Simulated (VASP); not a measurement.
**MgS (Niningerite): relaxation of cell and atoms with r2SCAN**

Crystal: MgS (Niningerite).

```
CELL_PARAMETERS angstrom
0.00000 2.60165 2.60165
2.60165 0.00000 2.60165
2.60165 2.60165 0.00000
ATOMIC_POSITIONS crystal
Mg 0.00000 0.00000 0.00000
S 0.50000 0.50000 0.50000
```

```json
{
  "Program": "VASP 6.6.1",
  "Task": "relaxation of cell and atoms",
  "Functional": "r2SCAN",
  "Potentials or basis": "VASP PAW PBE potentials, release 64 (Mg, S)",
  "Cutoff": "600 eV",
  "k mesh": "7 × 7 × 7",
  "Occupations": "gaussian, width 0.01 eV",
  "Spin": "no spin polarisation",
  "Target pressure": "30 GPa",
  "Dipole correction": "no",
  "Further INCAR settings": "ALGO = Normal; EDIFF = 1e-07; IBRION = 2; EDIFFG = -0.03; NSW = 50; ISIF = 3"
}
```

* Relaxed volume: 13.87 Å³/atom
* Relaxed cell: a = 3.398 Å, b = 3.398 Å, c = 3.398 Å, α = 60.00°, β = 60.00°, γ = 60.00°
* Space group after relaxing (to 0.05 Å): Fm-3m (No. 225)
* Energy change on relaxing (the enthalpy is what falls): +281.3 meV/atom
* Ionic steps: 5
* Pressure after relaxing: 30.2 GPa
* Band gap on the k mesh: 4.11 eV, indirect (least direct gap 6.39 eV)

Step by step:
| step | energy change (eV) | largest force (eV/Å) | pressure (GPa) | volume (Å³) |
| --- | --- | --- | --- | --- |
| 1 | 0.0000 | 0.0000 | -0.45 | 35.22 |
| 2 | 3.4767 | 0.0000 | 121.64 | 20.77 |
| 3 | 0.4760 | 0.0000 | 26.99 | 28.23 |
| 4 | 0.5376 | 0.0000 | 29.28 | 27.88 |
| 5 | 0.5627 | 0.0000 | 30.21 | 27.75 |

Final structure:
```cif
data_structure
_symmetry_space_group_name_H-M 'P 1'
_symmetry_Int_Tables_number 1
_cell_length_a 3.3981
_cell_length_b 3.3981
_cell_length_c 3.3981
_cell_angle_alpha 60.000
_cell_angle_beta 60.000
_cell_angle_gamma 60.000
_cell_volume 27.75
loop_
_atom_site_label
_atom_site_type_symbol
_atom_site_fract_x
_atom_site_fract_y
_atom_site_fract_z
_atom_site_occupancy
Mg1 Mg 0.00000 0.00000 0.00000 1
S1 S 0.50000 0.50000 0.50000 1
```

Levels at points of the mesh, in eV from the valence-band top:
```
           k point  band 1  band 2  band 3  band 4  band 5  band 6  band 7  band 8
(0.00, 0.00, 0.00)  -14.84    0.00    0.00    0.00    6.94    8.21    8.21    8.21
```

Wall time 86 s on 1 thread of Intel(R) Xeon(R) 6975P-C (Granite Rapids), on a shared host, peak memory 0.19 GiB.

Caveat: the cell is relaxed towards a set pressure, so the enthalpy falls and the energy may rise; the volume moved by over 15 % at a fixed basis, so the end points are rough; the PAW data sets were made with another functional, which shifts forces and pressure a little. A k mesh can miss the band edges.
